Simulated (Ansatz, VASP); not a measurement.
# One calculation of C, two programs

Contents of INCAR:

```
ALGO = Normal
EDIFF = 1E-7
EDIFFG = -0.01
ENCUT = 600
GGA = PS
GGA_COMPAT = False
IBRION = 2
ISIF = 3
ISMEAR = -1
LASPH = True
LCHARG = False
LREAL = False
LWAVE = False
NELM = 120
NELMIN = 4
NSW = 80
PREC = Accurate
SIGMA = 0.1
```

Contents of KPOINTS:

```
k-points
0
Gamma
  18 18 18
```

File POSCAR:

```
C
1.0
    0.0000000000      1.4900140304      1.4900140304
    1.4900140304      0.0000000000      1.4900140304
    1.4900140304      1.4900140304      0.0000000000
C
1
Direct
    0.0000000000      0.0000000000      0.0000000000
```

Input for Ansatz:

```yaml
crystal:
  lattice:
    - [0.0, 1.4900140304, 1.4900140304]
    - [1.4900140304, 0.0, 1.4900140304]
    - [1.4900140304, 1.4900140304, 0.0]
  atoms:
    - { symbol: C, position: [0.0, 0.0, 0.0] }
hamiltonian:
  xc: pbesol
  pseudopotentials:
    kind: paw
    azcp:
      C: "pseudopotentials/C.paw.azcp"
basis:
  ecutwfc: 420
  fft_grid_basis: typed
kpoints:
  mp_grid: { grid: [18, 18, 18], shift: [0, 0, 0] }
magnetization:
  spin_polarized: false
scf:
  occupations: { method: fermi_dirac, width: 0.1 }
relax:
  max_steps: 60
  f_tol: 0.01
  cell: {}
```

Alike in both runs: task relaxation of cell and atoms; functional PBEsol; k mesh 18 × 18 × 18; occupations fermi-dirac, width 0.1 eV; no spin polarisation.

```csv
,VASP,Ansatz
version,VASP 6.6.1,Ansatz 0.2.0
potentials or method,"VASP PAW PBE potentials, release 64 (C), cutoff 600 eV","plane waves (420 eV) with PAW, scalar-relativistic"
valence electrons in the cell,4,4
```

|  | VASP | Ansatz | Ansatz less VASP |
| --- | --- | --- | --- |
| relaxed volume (Å³/atom) | 7.00 | 7.00 | -0.004 |
| relaxed cell length with the largest relative difference (Å) | 2.147 | 2.147 | -0.0004 |

VASP's potentials were made for PBE, not for PBEsol, and Ansatz warns of the same on its side.
